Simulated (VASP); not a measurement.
La: single point with PBE

Crystal: La.

```
La
1.0
     0.00000    3.24775    3.24775
     3.24775    0.00000    3.24775
     3.24775    3.24775    0.00000
La
2
Cartesian
  0.8119 0.8119 0.8119
  5.6836 5.6836 5.6836
```

This isn't the form of La at room conditions, which is double hcp.

```yaml
Program: VASP 6.6.1
Task: single point
Functional: PBE
Potentials_or_basis: VASP PAW PBE potentials, release 64 (La)
Cutoff: 520 eV
k_mesh: 9 × 9 × 9
Occupations: fermi-dirac, width 0.05 eV
Spin: collinear spin
Starting_moments: "[1.0, 1.0] μB"
Dipole_correction: no
Further_INCAR_settings: ALGO = Normal; EDIFF = 1e-06; NBANDS = 22
```

- Pressure: 4.6 GPa
- Band gap on the k mesh: zero (filled and empty bands overlap)
- Net moment: 0.00 μB per cell
- Valence electrons inside the program's atomic spheres: La 9.14

Levels at points of the mesh, in eV from the Fermi level:
Spin up:
| k point | band 7 | band 8 | band 9 | band 10 | band 11 | band 12 | band 13 | band 14 | band 15 | band 16 |
| --- | --- | --- | --- | --- | --- | --- | --- | --- | --- | --- |
| (0.00, 0.00, 0.00) | -15.39 | -15.39 | -2.33 | -0.81 | -0.81 | 0.98 | 0.98 | 0.98 | 1.78 | 1.78 |
Spin down:
| k point | band 9 | band 10 | band 11 | band 12 | band 13 | band 14 |
| --- | --- | --- | --- | --- | --- | --- |
| (0.00, 0.00, 0.00) | -2.33 | -0.81 | -0.81 | 0.98 | 0.98 | 0.98 |

Wall time 95 s on 1 thread of Intel(R) Xeon(R) Platinum 8488C (Sapphire Rapids) (shared host), peak memory 0.28 GiB.

Caveat: the cell stands under pressure; spin-orbit coupling is left out, which moves the levels of the heavy elements.
